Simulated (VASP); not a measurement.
# LiH (Fm-3m) in VASP: further runs, part 2 of 2

VASP 6.6.1. The steps go on from the part before.

## Step 4: Single point, revPBE

This run uses another cell than the first one, of 7.69 Å³/atom.

The input, INCAR:

```
SYSTEM = LiH
PREC = Accurate
ENCUT = 750
EDIFF = 1E-6
ISMEAR = 1
SIGMA = 0.02
LREAL = .False.
LASPH = .True.
NELM = 120
ALGO = Normal
ISIF = 2
LWAVE = .False.
LCHARG = .False.
GGA = RE
NBANDS = 9
GGA_COMPAT = .False.
```

The input, KPOINTS:

```
regular mesh
0
Gamma
  10 10 10
  0 0 0
```

The input, POSCAR:

```
LiH
1.0
    0.0000000000      1.9739000000      1.9739000000
    1.9739000000      0.0000000000      1.9739000000
    1.9739000000      1.9739000000      0.0000000000
Li H
1 1
Direct
    0.0000000000      0.0000000000      0.0000000000
    0.5000000000      0.5000000000      0.5000000000
```

Potentials or basis: VASP PAW PBE potentials, release 64 (Li_sv, H).

The run is started by

```sh
$ cat potpaw_PBE.64/Li_sv/POTCAR potpaw_PBE.64/H/POTCAR > POTCAR
$ mpirun -np 1 vasp_std > vasp.out
```

OUTCAR:

```text
SYSTEM = LiH
   PREC = Accurate
   ENCUT = 750
   EDIFF = 1E-6
   ISMEAR = 1
   LREAL = .False.
   LASPH = .True.
   NELM = 120
   ISIF = 2
   GGA = RE

 ion  position               nearest neighbor table
   1  0.000  0.000  0.000-
   2  0.500  0.500  0.500-

  LATTYP: Found a face centered cubic cell.
 ALAT       =     3.9478000000

  Lattice vectors:

 A1 = (   0.0000000000,   1.9739000000,   1.9739000000)
 A2 = (   1.9739000000,   0.0000000000,   1.9739000000)
 A3 = (   1.9739000000,   1.9739000000,   0.0000000000)

Analysis of symmetry for initial positions (statically):
=====================================================================
 Subroutine PRICEL returns:
 Original cell was already a primitive cell.

 Routine SETGRP: Setting up the symmetry group for a
 face centered cubic supercell.

 Subroutine GETGRP returns: Found 48 space group operations
 (whereof 48 operations were pure point group operations)
 out of a pool of 48 trial point group operations.

The static configuration has the point symmetry O_h .

Analysis of symmetry for dynamics (positions and initial velocities):
=====================================================================
 Subroutine PRICEL returns:
 Original cell was already a primitive cell.

 Routine SETGRP: Setting up the symmetry group for a
 face centered cubic supercell.

 Subroutine GETGRP returns: Found 48 space group operations
 (whereof 48 operations were pure point group operations)
 out of a pool of 48 trial point group operations.

The dynamic configuration has the point symmetry O_h .

 Subroutine INISYM returns: Found 48 space group operations
 (whereof 48 operations are pure point group operations),
 and found     1 'primitive' translations

----------------------------------------------------------------------------------------

                                     Primitive cell

  volume of cell :      15.3817

  direct lattice vectors                    reciprocal lattice vectors
     0.000000000  1.973900000  1.973900000    -0.253305639  0.253305639  0.253305639
     1.973900000  0.000000000  1.973900000     0.253305639 -0.253305639  0.253305639
     1.973900000  1.973900000  0.000000000     0.253305639  0.253305639 -0.253305639

  length of vectors
     2.791516151  2.791516151  2.791516151     0.438738236  0.438738236  0.438738236

  position of ions in fractional coordinates (direct lattice)
     0.000000000  0.000000000  0.000000000
     0.500000000  0.500000000  0.500000000

  ion indices of the primitive-cell ions
   primitive index   ion index
                 1           1
                 2           2

----------------------------------------------------------------------------------------

 KPOINTS: regular mesh

Automatic generation of k-mesh.
 Grid dimensions read from file:
 generate k-points for:   10   10   10

 Generating k-lattice:

  Cartesian coordinates                     Fractional coordinates (reciprocal lattice)
    -0.025330564  0.025330564  0.025330564     0.100000000  0.000000000  0.000000000
     0.025330564 -0.025330564  0.025330564     0.000000000  0.100000000  0.000000000
     0.025330564  0.025330564 -0.025330564     0.000000000  0.000000000  0.100000000

  Length of vectors
     0.043873824  0.043873824  0.043873824

  Shift w.r.t. Gamma in fractional coordinates (k-lattice)
     0.000000000  0.000000000  0.000000000

 Subroutine IBZKPT returns following result:
 ===========================================

 Found     47 irreducible k-points:

 Following reciprocal coordinates:
            Coordinates               Weight
  0.000000  0.000000  0.000000      1.000000
  0.100000  0.000000  0.000000      8.000000
  0.200000  0.000000  0.000000      8.000000
  0.300000  0.000000  0.000000      8.000000
  0.400000  0.000000  0.000000      8.000000
  0.500000  0.000000  0.000000      4.000000
[... 16 lines left out ...]
  0.300000  0.300000  0.000000      6.000000
  0.400000  0.300000  0.000000     24.000000
 [... further k-points ...]
   k-points           NKPTS =     47   k-points in BZ     NKDIM =     47   number of bands    NBANDS=      9
   number of dos      NEDOS =    301   number of ions     NIONS =      2
   total plane-waves  NPLWV =  21952
   dimension x,y,z NGX =    28 NGY =   28 NGZ =   28
   dimension x,y,z NGXF=    56 NGYF=   56 NGZF=   56
   ions per type =               1   1
   NGX,Y,Z   is equivalent  to a cutoff of  16.68, 16.68, 16.68 a.u.
   NGXF,Y,Z  is equivalent  to a cutoff of  33.35, 33.35, 33.35 a.u.
 SYSTEM =  LiH
   PREC   = accura    normal or accurate (medium, high low for compatibility)
   ISTART =      0    job   : 0-new  1-cont  2-samecut
   ICHARG =      2    charge: 1-file 2-atom 10-const
   ISPIN  =      1    spin polarized calculation?
   LNONCOLLINEAR =      F non collinear calculations
   LSORBIT =      F    spin-orbit coupling
   LASPH  =      T    aspherical Exc in radial PAW
   ENCUT  =  750.0 eV  55.12 Ry    7.42 a.u.   6.23  6.23  6.23*2*pi/ulx,y,z
   NELM   =    120;   NELMIN=  2; NELMDL= -5     # of ELM steps
   EDIFF  = 0.1E-05   stopping-criterion for ELM
   LREAL  =      F    real-space projection
   EDIFFG = 0.1E-04   stopping-criterion for IOM
   NSW    =      0    number of steps for IOM
   IBRION =     -1    ionic relax: 0-MD 1-quasi-New 2-CG
   NFREE  =      0    steps in history (QN), initial steepest desc. (CG)
   ISIF   =      2    stress and relaxation
   ISYM   =      2    0-nonsym 1-usesym 2-fastsym
   POTIM  = 0.5000    time-step for ionic-motion
   TEBEG  =    0.0;   TEEND  =   0.0 temperature during run
   PSTRESS=    0.0 pullay stress
   NELECT =       4.0000    total number of electrons
   NUPDOWN=      -1.0000    fix difference up-down
   EMIN   =  10.00;   EMAX   =-10.00  energy-range for DOS
   EFERMI =   0.00;   METHOD = LEGACY
   ISMEAR =     1;   SIGMA  =   0.02  broadening in eV -4-tet -1-fermi 0-gaus
   EFERMI_NEDOS =   21; number of points for ismear=-14 and -15
   IALGO  =     38    algorithm
   IMIX   =      4    mixing-type and parameters
     AMIX     =   0.40;   BMIX     =  1.00
     AMIX_MAG =   1.60;   BMIX_MAG =  1.00
  volume/ion in A,a.u.               =       7.69        51.90
  Fermi-wavevector in a.u.,A,eV,Ry     =   1.044944  1.974658 14.856310  1.091908
  Thomas-Fermi vector in A             =   2.179718
   LORBIT       =      0    0 simple, 1 ext, 2 COOP (PROOUT), +10 PAW based schemes
   GGA     = RE    functional components
   LHFCALC =     F    Hartree Fock is set to
   AEXX    =    0.0000 exact exchange contribution
   IVDW    =     0    specifies the selected vdW correction
   LEPSILON=     F    determine dielectric tensor
   LRPA    =     F    only Hartree local field effects (RPA)
 non-spin polarized calculation
 Methfessel and Paxton  Order N= 1 SIGMA  =   0.02
  energy-cutoff  :      750.00
  volume of cell :       15.38
 maximum number of plane-waves:       728
 NGX is ok and might be reduce to    28
   NGX = 13   NGY = 13   NGZ = 13

 number of electron       4.0000002 magnetization

 Free energy of the ion-electron system (eV)
  ---------------------------------------------------
  ext. energy  EPLUGINS =         0.00000000
  ---------------------------------------------------
  free energy    TOTEN  =        -5.99682265 eV

  energy without entropy =       -5.99682613  energy(sigma->0) =       -5.99682381

 E-fermi :   0.3607     XC(G=0):  -8.5051

 val. band max:        0.3438710032   @ k =   0.5000   0.5000   0.0000
 cond. band min:       3.4312921281   @ k =   0.5000   0.5000   0.0000
 fundamental gap:      3.0874211250
 Fermi energy:         0.3607086463

 k-point     1 :       0.0000    0.0000    0.0000
  band No.  band energies     occupation
      1     -44.0179      2.00000
      2      -5.2296      2.00000
      3      17.0658      0.00000
      4      18.9845      0.00000
      5      18.9845      0.00000
      6      18.9845      0.00000
      7      23.6313      0.00000
      8      23.6313      0.00000
      9      23.6313      0.00000
[... 265 lines left out ...]
 k-point    24 :       0.4000    0.3000    0.0000
  band No.  band energies     occupation
      1     -43.9619      2.00000
      2      -2.0358      2.00000
      3       7.2597      0.00000
      4      11.1968      0.00000
      5      12.5974      0.00000
      6      17.1053      0.00000
      7      18.6734      0.00000
      8      30.9201      0.00000
      9      31.4214      0.00000

 [... further k-points ...]

------------------------ aborting loop because EDIFF is reached ----------------------------------------

  FORCE on cell =-STRESS in cart. coord.  units (eV):
  Direction    XX          YY          ZZ          XY          YZ          ZX
  --------------------------------------------------------------------------------------
  -------------------------------------------------------------------------------------
  Total        0.2972187      0.2972187      0.2972187      0.0000000     -0.0000000     -0.0000000
  in kB       30.9585966     30.9585966     30.9585966      0.0000000     -0.0000000     -0.0000000
  external PRESSURE =      30.9585966 kB  Pullay stress =       0.0000000 kB

 VOLUME and BASIS-vectors are now :
 -----------------------------------------------------------------------------
  energy-cutoff  :      750.00
  volume of cell :       15.38
      direct lattice vectors                 reciprocal lattice vectors
     0.000000000  1.973900000  1.973900000    -0.253305639  0.253305639  0.253305639
     1.973900000  0.000000000  1.973900000     0.253305639 -0.253305639  0.253305639
     1.973900000  1.973900000  0.000000000     0.253305639  0.253305639 -0.253305639

 POSITION                                       TOTAL-FORCE (eV/Angst)
 -----------------------------------------------------------------------------------
      0.00000      0.00000      0.00000        -0.000000     -0.000000     -0.000000
      1.97390      1.97390      1.97390         0.000000      0.000000      0.000000
 -----------------------------------------------------------------------------------
    total drift:                                0.000000      0.000000      0.000000

  FREE ENERGIE OF THE ION-ELECTRON SYSTEM (eV)
  ---------------------------------------------------
  free  energy   TOTEN  =        -5.9968226497 eV

  energy  without entropy=       -5.9968261284  energy(sigma->0) =       -5.99682381
```

OSZICAR:

```text
N       E                     dE             d eps       ncg     rms          rms(c)
DAV:   1     0.374562574678E-01    0.37456E-01   -0.20335E+03   854   0.541E+02
DAV:   2    -0.612299426016E+01   -0.61605E+01   -0.61210E+01  1173   0.666E+01
DAV:   3    -0.624726710635E+01   -0.12427E+00   -0.12414E+00  1056   0.775E+00
DAV:   4    -0.624834160700E+01   -0.10745E-02   -0.10708E-02  1127   0.564E-01
DAV:   5    -0.624834794088E+01   -0.63339E-05   -0.63339E-05  1052   0.327E-02    0.299E+00
DAV:   6    -0.605925508878E+01    0.18909E+00   -0.14413E-01   941   0.125E+00    0.152E+00
DAV:   7    -0.599462286289E+01    0.64632E-01   -0.19544E-01   981   0.169E+00    0.227E-01
DAV:   8    -0.599685400081E+01   -0.22311E-02   -0.47340E-03  1017   0.468E-01    0.365E-02
DAV:   9    -0.599682416308E+01    0.29838E-04   -0.10336E-04  1094   0.480E-02    0.670E-03
DAV:  10    -0.599682304293E+01    0.11201E-05   -0.59522E-06  1008   0.167E-02    0.183E-03
DAV:  11    -0.599682264969E+01    0.39324E-06   -0.17497E-07   644   0.223E-03
   1 F= -.59968226E+01 E0= -.59968238E+01  d E =0.347874E-05
```

stdout:

```text
POSCAR found type information on POSCAR LiH
 POSCAR found :  2 types and       2 ions
 scaLAPACK will be used
 -----------------------------------------------------------------------------
|                                                                             |
|                                                                             |
|     You enforced a specific xc type in the INCAR file but a different       |
|     I HOPE YOU KNOW WHAT YOU ARE DOING!                                     |
|                                                                             |
 -----------------------------------------------------------------------------

 LDA part: xc-table for (Slater+PW92), standard interpolation
 POSCAR, INCAR and KPOINTS ok, starting setup
 FFT: planning ... GRIDC
 FFT: planning ... GRID_SOFT
 FFT: planning ... GRID
 WAVECAR not read
 entering main loop
```

It took 18 s on 1 thread of Intel Xeon 8259CL, shared host; peak memory 0.15 GiB.

What came out:

```
Free energy            : -5.9968 eV
Pressure               : 3.1 GPa
Band gap on the k mesh : 3.09 eV
```

Levels at points of the mesh, in eV from the valence-band top:
| k point | band 1 | band 2 | band 3 | band 4 | band 5 | band 6 | band 7 |
| --- | --- | --- | --- | --- | --- | --- | --- |
| (0.00, 0.00, 0.00) | -44.36 | -5.57 | 16.72 | 18.64 | 18.64 | 18.64 | 23.29 |
| (0.50, 0.00, 0.00) | -44.31 | -2.71 | 5.13 | 14.16 | 17.22 | 17.22 | 19.61 |
| (0.50, 0.50, 0.00) | -44.29 | 0.00 | 3.09 | 11.23 | 11.23 | 14.36 | 18.09 |

Caveat: the cell stands under pressure; the PAW data sets were made with another functional, which shifts forces and pressure a little.

## Step 5: Summary

| level | potentials or basis | cell | smearing | gap on the mesh (eV) | pressure (GPa) |
| --- | --- | --- | --- | --- | --- |
| LDA | VASP PAW LDA potentials, release 64 (Li_sv, H) | a = 2.745 Å, angles 60.0°, 2 atoms | gaussian 0.02 eV | 2.51 | 0.7 |
| LDA | VASP PAW LDA potentials, release 64 (Li_sv, H) | a = 2.792 Å, angles 60.0°, 2 atoms | gaussian 0.02 eV | 2.57 | -1.3 |
| revPBE | VASP PAW PBE potentials, release 64 (Li_sv, H) | a = 2.792 Å, angles 60.0°, 2 atoms | methfessel-paxton 0.02 eV | 3.09 | 3.1 |

Alike in all rows: task single point; no spin polarisation; k mesh 10 × 10 × 10; cutoff (eV) 750.

Caveats: the cell stands under pressure (at least some runs); the PAW data sets were made with another functional, which shifts forces and pressure a little (at least some runs).

Absolute energies hang on the potentials; compare differences alone.
